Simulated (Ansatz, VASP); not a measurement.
KTaO3: VASP beside Ansatz

```
K Ta O
1.0
     3.75313    0.00000    0.00000
     0.00000    3.75313    0.00000
     0.00000    0.00000    4.50376
K Ta O
1 1 3
Direct
  0.50000 0.50000 0.50000
  0.00000 0.00000 0.00000
  0.50000 0.00000 0.00000
  0.00000 0.50000 0.00000
  0.00000 0.00000 0.50000
```

Alike in both runs: task single point; functional r2SCAN; k mesh 6 × 6 × 6; occupations gaussian, width 0.05 eV; no spin polarisation.

|  | VASP | Ansatz |
| --- | --- | --- |
| version | VASP 6.6.1 | Ansatz 0.2.0 |
| potentials or method | VASP PAW PBE potentials, release 64 (K_sv, Ta_sv_GW, O), cutoff 660 eV | scalar-relativistic, plane waves, PAW |
| valence electrons in the cell | 40 | 40 |

Ansatz gave:

| Quantity | Value |
| --- | --- |
| gap on the k mesh at the Fermi level (eV) | 2.21 |
| least direct gap on the mesh (eV) | 2.44 |
| pressure (GPa) | 12.5 |
| traceless stress, the component that is largest in VASP (GPa) | -39.60 |

Task: What did VASP give for the same quantities?

Result: gap on the k mesh at the Fermi level (eV): 2.20; least direct gap on the mesh (eV): 2.43; pressure (GPa): 12.8; traceless stress, the component that is largest in VASP (GPa): -40.22.

VASP's potentials were made for PBE, not for r2SCAN.

Spin-orbit coupling is off throughout.
